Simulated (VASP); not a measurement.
A run of VASP 6.6.1 is set up as follows.

INCAR

```
SYSTEM = TiO2
PREC = Accurate
ENCUT = 520
EDIFF = 1E-8
ISMEAR = -1
SIGMA = 0.02
LREAL = .FALSE.
LASPH = .TRUE.
NELM = 120
ALGO = Normal
ISIF = 2
LWAVE = .FALSE.
LCHARG = .FALSE.
GGA = PE
LEFG = .TRUE.
NBANDS = 60
GGA_COMPAT = .FALSE.
```

KPOINTS

```
Automatic mesh
0
Gamma
  7 7 7
  0.5 0.5 0.5
```

File POSCAR:

```
TiO2
1.0
   -4.3507577183      4.3507577183      1.8875555959
    4.3507577183     -4.3507577183      1.8875555959
    4.3507577183      4.3507577183     -1.8875555959
Ti O
4 8
Direct
    0.7077182950      0.0028552450      0.7105735400
    0.9971447550      0.7077182950      0.7048630500
    0.0028552450      0.2922817050      0.2951369500
    0.2922817050      0.9971447550      0.2894264600
    0.5011361750      0.1507847150      0.6519208900
    0.8383379800      0.8403974000      0.6787353800
    0.8492152850      0.5011361750      0.3503514600
    0.8403974000      0.1616620200      0.0020594200
    0.1596026000      0.8383379800      0.9979405800
    0.1507847150      0.4988638250      0.6496485400
    0.1616620200      0.1596026000      0.3212646200
    0.4988638250      0.8492152850      0.3480791100
```

Potentials or basis: VASP PAW PBE potentials, release 64 (Ti_sv, O).

The run is started by

```sh
$ cat potpaw_PBE.64/Ti_sv/POTCAR potpaw_PBE.64/O/POTCAR > POTCAR
$ mpirun -np 1 vasp_std > vasp.out
```

(1) Estimate the largest force.

(2) Estimate the band gap on the k mesh.

Answers

(1) 0.110 eV/Å.

(2) 1.66 eV (least direct gap 2.32 eV).

Caveat: without QUAD_EFG the Cq values of the log hold for a quadrupole moment of 1 mb, not for the nuclei; a shifted mesh leaves out Γ, where band edges can lie.
